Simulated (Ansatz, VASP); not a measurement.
# One calculation of AlN, two programs

```
Al N
1.0
     6.21883    0.00000    0.00000
     0.00000    9.95757    0.00000
     0.00000    0.00000   26.25778
Al N
24 24
Cartesian
  3.1094 9.9498 8.0000
  3.1094 4.9710 8.0000
  0.0000 9.9498 8.0000
  0.0000 4.9710 8.0000
  4.6641 2.4816 8.8976
  4.6641 7.4604 8.8976
  1.5547 2.4816 8.8976
  1.5547 7.4604 8.8976
  4.6641 9.9498 10.6928
  4.6641 4.9710 10.6928
  1.5547 9.9498 10.6928
  1.5547 4.9710 10.6928
  0.0085 2.4662 11.5613
  0.0086 7.4797 11.5728
  3.1009 2.4661 11.5612
  3.1009 7.4800 11.5728
  -0.0003 9.9964 13.4516
  -0.0565 4.9694 13.3822
  3.1097 9.9972 13.4517
  3.1660 4.9691 13.3822
  1.5547 2.4975 14.2483
  1.5547 7.4640 14.2540
  4.6642 2.3635 14.0223
  4.6643 7.3754 14.0436
  3.1094 3.0697 8.0000
  3.1094 8.0485 8.0000
  0.0000 3.0697 8.0000
  0.0000 8.0485 8.0000
  4.6641 0.5803 8.8976
  4.6641 5.5591 8.8976
  1.5547 0.5803 8.8976
  1.5547 5.5591 8.8976
  4.6641 3.0697 10.6928
  4.6641 8.0485 10.6928
  1.5547 3.0697 10.6928
  1.5547 8.0485 10.6928
  0.0012 0.5733 11.5586
  0.0089 5.5751 11.5653
  3.1082 0.5734 11.5585
  3.1005 5.5752 11.5655
  -0.0067 3.0977 13.3635
  0.0172 8.0839 13.4058
  3.1162 3.0975 13.3634
  3.0924 8.0841 13.4060
  1.5546 0.6779 14.1787
  1.5548 5.5615 14.1920
  4.6643 0.6042 14.2297
  4.6641 5.6031 14.2142
```

Alike in both runs: task single point; functional PBE; dispersion D3(BJ); k mesh 3 × 2 × 1; occupations gaussian, width 0.05 eV; no spin polarisation.

```csv
,VASP,Ansatz
version,VASP 6.6.1,Ansatz 0.2.0
potentials or method,"VASP PAW PBE potentials, release 64 (Al, N), cutoff 520 eV","scalar-relativistic, plane waves, PAW"
valence electrons in the cell,192,192
```

```csv
,VASP,Ansatz,Ansatz less VASP
gap on the k mesh at the Fermi level (eV),1.37,1.38,+0.007
least direct gap on the mesh (eV),1.37,1.38,+0.007
rms of the force components (eV/Å),0.744,0.745,+0.0009
```
